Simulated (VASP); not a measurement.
A run of VASP 6.6.1:

File INCAR:

```
SYSTEM = NaH
PREC = Accurate ; ENCUT = 520
EDIFF = 1E-7 ; ISMEAR = 0
SIGMA = 0.02 ; LREAL = .FALSE.
LASPH = .TRUE. ; NELM = 100
ALGO = Normal ; ISIF = 2
LWAVE = .FALSE. ; LCHARG = .TRUE.
GGA = PE ; LELF = .TRUE.
LVHAR = .TRUE. ; NBANDS = 11
```

KPOINTS

```
Automatic mesh
0
G
  10 10 10
  0 0 0
```

POSCAR

```
NaH
1.0
    2.9551240000      0.0000000000      0.0000000000
    0.0000000000      2.9551240000      0.0000000000
    0.0000000000      0.0000000000      2.9551240000
Na H
1 1
Direct
    0.0000000000      0.0000000000      0.0000000000
    0.5910283291      0.4241419311      0.5454160299
```

Potentials or basis: VASP PAW PBE potentials, release 64 (Na_pv, H).

Command:

```bash
$ cat potpaw_PBE.64/Na_pv/POTCAR potpaw_PBE.64/H/POTCAR > POTCAR
$ mpirun -np 1 vasp_std > vasp.out
```

Hardware: 1 thread of Intel Xeon 8259CL, on a shared host.

Problem. Estimate the wall time of this run.

Solution. Wall time 100 s on 1 thread of Intel Xeon 8259CL (shared host), peak memory 0.25 GiB. Counts: scf iterations 12, k points 504.
